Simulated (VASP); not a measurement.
# Cu (Cmcm) in VASP: further runs

Runs on Cu. Level: PBE. Tasks: single point.

All numbers are computed with VASP 6.6.1; they aren't measurements. Logs are shortened: lines on timing, memory, paths and dates and some standing lists are left out, and cuts for length are marked.

## (1) The cell of the first run

The structure is orthorhombic, space group Cmcm (No. 63). The conventional cell has a = 2.567 Å, b = 4.447 Å, c = 4.192 Å, α = 90.00°, β = 90.00°, γ = 90.00°. Cu (site symmetry m2m) has 12 Cu at 2.40 to 2.67 Å within 3.2 Å.

## (2) Single point, PBE (atoms displaced along a vibrational mode)

Input file INCAR:

```
SYSTEM = Cu
PREC = Accurate ; ENCUT = 520
EDIFF = 1E-6 ; ISMEAR = 0
SIGMA = 0.15 ; LREAL = .False.
LASPH = .True. ; NELM = 100
ALGO = Fast ; ISIF = 2
LWAVE = .False. ; LCHARG = .False.
GGA = PE ; NBANDS = 18
```

Input file KPOINTS:

```
regular mesh
0
Gamma
  21 21 10
  0 0 0
```

Input file POSCAR:

```
Cu
1.0
    2.5672412656      0.0000000000      0.0000000000
   -1.2836206328      2.2232961536      0.0000000000
    0.0000000000      0.0000000000      4.1920560930
Cu
2
Direct
    0.3675168135      0.7350336270      0.2500000000
    0.6324831865      0.2649663730      0.7500000000
```

Potentials or basis: VASP PAW PBE potentials, release 64 (Cu).

Command:

```sh
$ cat potpaw_PBE.64/Cu/POTCAR > POTCAR
$ mpirun -np 1 vasp_std > vasp.out
```

OUTCAR:

```text
SYSTEM = Cu
   PREC = Accurate
   ENCUT = 520
   EDIFF = 1E-6
   ISMEAR = 0
   LREAL = .False.
   LASPH = .True.
   NELM = 100
   ISIF = 2
   GGA = PE

 ion  position               nearest neighbor table
   1  0.368  0.735  0.250-   2 2.40   2 2.40   2 2.67   2 2.67   2 2.67   2 2.67
   2  0.632  0.265  0.750-   1 2.40   1 2.40   1 2.67   1 2.67   1 2.67   1 2.67

  LATTYP: Found a hexagonal cell.
 ALAT       =     2.5672412656
 C/A-ratio  =     1.6329030501

  Lattice vectors:

 A1 = (   2.5672412656,   0.0000000000,   0.0000000000)
 A2 = (  -1.2836206328,   2.2232961536,   0.0000000000)
 A3 = (   0.0000000000,   0.0000000000,   4.1920560930)

Analysis of symmetry for initial positions (statically):
=====================================================================
 Subroutine PRICEL returns:
 Original cell was already a primitive cell.

 Routine SETGRP: Setting up the symmetry group for a
 hexagonal supercell.

 Subroutine GETGRP returns: Found  8 space group operations
 (whereof  4 operations were pure point group operations)
 out of a pool of 24 trial point group operations.

The static configuration has the point symmetry C_2h.
 The point group associated with its full space group is D_2h.

Analysis of symmetry for dynamics (positions and initial velocities):
=====================================================================
 Subroutine PRICEL returns:
 Original cell was already a primitive cell.

 Routine SETGRP: Setting up the symmetry group for a
 hexagonal supercell.

 Subroutine GETGRP returns: Found  8 space group operations
 (whereof  4 operations were pure point group operations)
 out of a pool of 24 trial point group operations.

The dynamic configuration has the point symmetry C_2h.
 The point group associated with its full space group is D_2h.

 Subroutine INISYM returns: Found  8 space group operations
 (whereof  4 operations are pure point group operations),
 and found     1 'primitive' translations

----------------------------------------------------------------------------------------

                                     Primitive cell

  volume of cell :      23.9272

  direct lattice vectors                    reciprocal lattice vectors
     2.567241266  0.000000000  0.000000000     0.389523187  0.224891317  0.000000000
    -1.283620633  2.223296154  0.000000000     0.000000000  0.449782634  0.000000000
     0.000000000  0.000000000  4.192056093     0.000000000  0.000000000  0.238546426

  length of vectors
     2.567241266  2.567241266  4.192056093     0.449782634  0.449782634  0.238546426

  position of ions in fractional coordinates (direct lattice)
     0.367516814  0.735033627  0.250000000
     0.632483186  0.264966373  0.750000000

  ion indices of the primitive-cell ions
   primitive index   ion index
                 1           1
                 2           2

----------------------------------------------------------------------------------------

 KPOINTS: regular mesh

Automatic generation of k-mesh.
 Grid dimensions read from file:
 generate k-points for:   21   21   10

 Generating k-lattice:

  Cartesian coordinates                     Fractional coordinates (reciprocal lattice)
     0.018548723  0.010709110  0.000000000     0.047619048  0.000000000  0.000000000
     0.000000000  0.021418221  0.000000000     0.000000000  0.047619048  0.000000000
     0.000000000  0.000000000  0.023854643     0.000000000  0.000000000  0.100000000

  Length of vectors
     0.021418221  0.021418221  0.023854643

  Shift w.r.t. Gamma in fractional coordinates (k-lattice)
     0.000000000  0.000000000  0.000000000

 Subroutine IBZKPT returns following result:
 ===========================================

 Found    726 irreducible k-points:

 Following reciprocal coordinates:
            Coordinates               Weight
  0.000000  0.000000  0.000000      1.000000
  0.047619  0.000000  0.000000      4.000000
  0.000000  0.047619  0.000000      2.000000
  0.095238  0.000000  0.000000      4.000000
  0.000000  0.095238  0.000000      2.000000
  0.142857  0.000000  0.000000      4.000000
[... 16 lines left out ...]
 -0.095238  0.047619  0.000000      2.000000
  0.095238  0.047619  0.000000      4.000000
 [... further k-points ...]
   k-points           NKPTS =    726   k-points in BZ     NKDIM =    726   number of bands    NBANDS=     18
   number of dos      NEDOS =    301   number of ions     NIONS =      2
   total plane-waves  NPLWV =  12800
   dimension x,y,z NGX =    20 NGY =   20 NGZ =   32
   dimension x,y,z NGXF=    40 NGYF=   40 NGZF=   64
   ions per type =               2
   NGX,Y,Z   is equivalent  to a cutoff of  12.95, 12.95, 12.69 a.u.
   NGXF,Y,Z  is equivalent  to a cutoff of  25.90, 25.90, 25.38 a.u.
 SYSTEM =  Cu
   PREC   = accura    normal or accurate (medium, high low for compatibility)
   ISTART =      0    job   : 0-new  1-cont  2-samecut
   ICHARG =      2    charge: 1-file 2-atom 10-const
   ISPIN  =      1    spin polarized calculation?
   LNONCOLLINEAR =      F non collinear calculations
   LSORBIT =      F    spin-orbit coupling
   LASPH  =      T    aspherical Exc in radial PAW
   ENCUT  =  520.0 eV  38.22 Ry    6.18 a.u.   4.77  4.77  7.79*2*pi/ulx,y,z
   NELM   =    100;   NELMIN=  2; NELMDL= -5     # of ELM steps
   EDIFF  = 0.1E-05   stopping-criterion for ELM
   LREAL  =      F    real-space projection
   EDIFFG = 0.1E-04   stopping-criterion for IOM
   NSW    =      0    number of steps for IOM
   IBRION =     -1    ionic relax: 0-MD 1-quasi-New 2-CG
   NFREE  =      0    steps in history (QN), initial steepest desc. (CG)
   ISIF   =      2    stress and relaxation
   ISYM   =      2    0-nonsym 1-usesym 2-fastsym
   POTIM  = 0.5000    time-step for ionic-motion
   TEBEG  =    0.0;   TEEND  =   0.0 temperature during run
   PSTRESS=    0.0 pullay stress
   NELECT =      22.0000    total number of electrons
   NUPDOWN=      -1.0000    fix difference up-down
   EMIN   =  10.00;   EMAX   =-10.00  energy-range for DOS
   EFERMI =   0.00;   METHOD = LEGACY
   ISMEAR =     0;   SIGMA  =   0.15  broadening in eV -4-tet -1-fermi 0-gaus
   EFERMI_NEDOS =   21; number of points for ismear=-14 and -15
   IALGO  =     68    algorithm
   IMIX   =      4    mixing-type and parameters
     AMIX     =   0.40;   BMIX     =  1.00
     AMIX_MAG =   1.60;   BMIX_MAG =  1.00
  volume/ion in A,a.u.               =      11.96        80.73
  Fermi-wavevector in a.u.,A,eV,Ry     =   1.591911  3.008275 34.479607  2.534180
  Thomas-Fermi vector in A             =   2.690378
   LORBIT       =      0    0 simple, 1 ext, 2 COOP (PROOUT), +10 PAW based schemes
   GGA     = PE    functional components
   LHFCALC =     F    Hartree Fock is set to
   AEXX    =    0.0000 exact exchange contribution
   IVDW    =     0    specifies the selected vdW correction
   LEPSILON=     F    determine dielectric tensor
   LRPA    =     F    only Hartree local field effects (RPA)
 non-spin polarized calculation
 RMM-DIIS sequential band-by-band and
 Gauss-broadening in eV      SIGMA  =   0.15
  energy-cutoff  :      520.00
  volume of cell :       23.93
 maximum number of plane-waves:       664
   NGX =  9   NGY =  9   NGZ = 15

 number of electron      22.0000007 magnetization

 Free energy of the ion-electron system (eV)
  ---------------------------------------------------
  ext. energy  EPLUGINS =         0.00000000
  ---------------------------------------------------
  free energy    TOTEN  =        -7.36763870 eV

  energy without entropy =       -7.36017462  energy(sigma->0) =       -7.36390666

 E-fermi :   7.4311     XC(G=0): -12.6462

 val. band max:        7.4219088308   @ k =   0.4762   0.2857   0.0000
 cond. band min:       7.4397999275   @ k =   0.3333   0.1905   0.0000
 fundamental gap:      0.0178910968
 Fermi energy:         7.4311436761

 k-point     1 :       0.0000    0.0000    0.0000
  band No.  band energies     occupation
      1      -1.8222      2.00000
      2       2.4495      2.00000
      3       4.2282      2.00000
      4       4.4735      2.00000
      5       4.5621      2.00000
      6       4.6044      2.00000
[... 10 lines left out ...]
     17      29.8423      0.00000
     18      29.9836      0.00000

 k-point     2 :       0.0476    0.0000    0.0000
  band No.  band energies     occupation
      1      -1.7496      2.00000
      2       2.4913      2.00000
      3       4.2275      2.00000
      4       4.4917      2.00000
      5       4.5662      2.00000
      6       4.6004      2.00000
[... 10 lines left out ...]
     17      31.0752      0.00000
     18      31.4686      0.00000

 k-point     3 :       0.0000    0.0476    0.0000
  band No.  band energies     occupation
      1      -1.7492      2.00000
      2       2.4935      2.00000
      3       4.2159      2.00000
      4       4.4683      2.00000
      5       4.5871      2.00000
      6       4.6290      2.00000
[... 10 lines left out ...]
     17      30.6463      0.00000
     18      31.4430      0.00000

 k-point     4 :       0.0952    0.0000    0.0000
  band No.  band energies     occupation
      1      -1.5333      2.00000
      2       2.6107      2.00000
      3       4.2136      2.00000
      4       4.5261      2.00000
      5       4.5734      2.00000
      6       4.6213      2.00000
[... 375 lines left out ...]
      4       4.4813      2.00000
      5       4.6189      2.00000
      6       4.6406      2.00000
[... 10 lines left out ...]
     17      30.2192      0.00000
     18      31.5404      0.00000

 k-point    23 :      -0.0952    0.0476    0.0000
  band No.  band energies     occupation
      1      -1.6056      2.00000
      2       2.5705      2.00000
      3       4.2286      2.00000
      4       4.5300      2.00000
      5       4.5582      2.00000
      6       4.5954      2.00000
[... 10 lines left out ...]
     17      31.5690      0.00000
     18      32.1520      0.00000

 k-point    24 :       0.0952    0.0476    0.0000
  band No.  band energies     occupation
      1      -1.3179      2.00000
      2       2.7268      2.00000
      3       4.1618      2.00000
      4       4.5291      2.00000
      5       4.5964      2.00000
      6       4.6019      2.00000
[... 10 lines left out ...]
     17      31.1478      0.00000
     18      31.3924      0.00000

 [... further k-points ...]

------------------------ aborting loop because EDIFF is reached ----------------------------------------

  FORCE on cell =-STRESS in cart. coord.  units (eV):
  Direction    XX          YY          ZZ          XY          YZ          ZX
  --------------------------------------------------------------------------------------
  -------------------------------------------------------------------------------------
  Total       -0.2912517      0.4838213      1.0025628      0.0000000      0.0000000      0.0000000
  in kB      -19.5023956     32.3969734     67.1322343      0.0000000      0.0000000      0.0000000
  external PRESSURE =      26.6756040 kB  Pullay stress =       0.0000000 kB

 VOLUME and BASIS-vectors are now :
 -----------------------------------------------------------------------------
  energy-cutoff  :      520.00
  volume of cell :       23.93
      direct lattice vectors                 reciprocal lattice vectors
     2.567241266  0.000000000  0.000000000     0.389523187  0.224891317  0.000000000
    -1.283620633  2.223296154  0.000000000     0.000000000  0.449782634  0.000000000
     0.000000000  0.000000000  4.192056093     0.000000000  0.000000000  0.238546426

 POSITION                                       TOTAL-FORCE (eV/Angst)
 -----------------------------------------------------------------------------------
      0.00000      1.63420      1.04801        -0.000000     -0.541011      0.000000
      1.28362      0.58910      3.14404         0.000000      0.541011      0.000000
 -----------------------------------------------------------------------------------
    total drift:                                0.000000     -0.000000     -0.000000

  FREE ENERGIE OF THE ION-ELECTRON SYSTEM (eV)
  ---------------------------------------------------
  free  energy   TOTEN  =        -7.3676386956 eV

  energy  without entropy=       -7.3601746152  energy(sigma->0) =       -7.36390666
```

Run time: 3.7 min. Hardware: 1 thread of Intel Xeon Platinum 8259CL at 2.50GHz (Skylake/Cascade Lake), shared host; peak memory 0.35 GiB.

Results:

```
Free energy            : -7.3676 eV
Pressure               : 2.7 GPa
Largest force          : 0.541 eV/Å
Band gap on the k mesh : zero (bands 11 and 12 overlap by 5.92 eV)
```

Forces on the atoms (eV/Å):
```
Cu   0.000 -0.541  0.000
Cu   0.000  0.541  0.000
```

Stress tensor (GPa, compression positive):
```
-1.95  0.00  0.00
 0.00  3.24  0.00
 0.00  0.00  6.71
```

Caveat: the cell differs from its parent crystal (atoms displaced along a vibrational mode).

[end of part 1 of 2]
